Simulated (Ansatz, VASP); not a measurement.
**TiC: VASP beside Ansatz**

File INCAR:

```
SYSTEM = TiC
ALGO = Normal
EDIFF = 1E-7
ENCUT = 520
GGA = PE
ISIF = 2
ISMEAR = 0
LASPH = .True.
LCHARG = .False.
LREAL = .False.
LWAVE = .False.
NBANDS = 15
NELM = 100
PREC = Accurate
SIGMA = 0.15
```

KPOINTS

```
k-points
0
Gamma
  18 18 18
  0 0 0
```

File POSCAR:

```
TiC
1.0
    0.0000000000      2.0990800000      2.1640000000
    2.0990800000      0.0000000000      2.1640000000
    2.0990800000      2.0990800000      0.0000000000
Ti C
1 1
Direct
    0.0000000000      0.0000000000      0.0000000000
    0.5000000000      0.5000000000      0.5000000000
```

Input for Ansatz:

```yaml
crystal:
  lattice:
    - [0.0, 2.09908, 2.164]
    - [2.09908, 0.0, 2.164]
    - [2.09908, 2.09908, 0.0]
  atoms:
    - { symbol: Ti, position: [0.0, 0.0, 0.0] }
    - { symbol: C, position: [0.5, 0.5, 0.5] }
basis:
  ecutwfc: 420
kpoints:
  mp_grid: { grid: [18, 18, 18] }
hamiltonian:
  xc: pbe
scf:
  occupations: { method: gaussian, width: 0.15 }
output:
  forces: true
  stress: true
  eigenvalues: true
```

Change from the starting cell: strain -0.030 along x and y, +0.000 along z, atoms carried along.

Alike in both runs: task single point; functional PBE; k mesh 18 × 18 × 18; occupations gaussian, width 0.15 eV; no spin polarisation.

|  | VASP | Ansatz |
| --- | --- | --- |
| version | VASP 6.6.1 | Ansatz 0.2.0 |
| potentials or method | VASP PAW PBE potentials, release 64 (Ti_sv, C), cutoff 520 eV | scalar-relativistic, plane waves, PAW |
| valence electrons in the cell | 16 | 16 |

Ansatz gave:

* gap on the k mesh at the Fermi level (eV): none
* pressure (GPa): 18.8
* traceless stress, the component that is largest in VASP (GPa): -10.07

**Question.** Estimate VASP's values.

**Answer.** gap on the k mesh at the Fermi level (eV): none; pressure (GPa): 19.0; traceless stress, the component that is largest in VASP (GPa): -10.11.

A gap of «none» marks a metal or a gap that the smearing closes. The functional is the same, so the differences come from potentials, cutoffs and numerics.
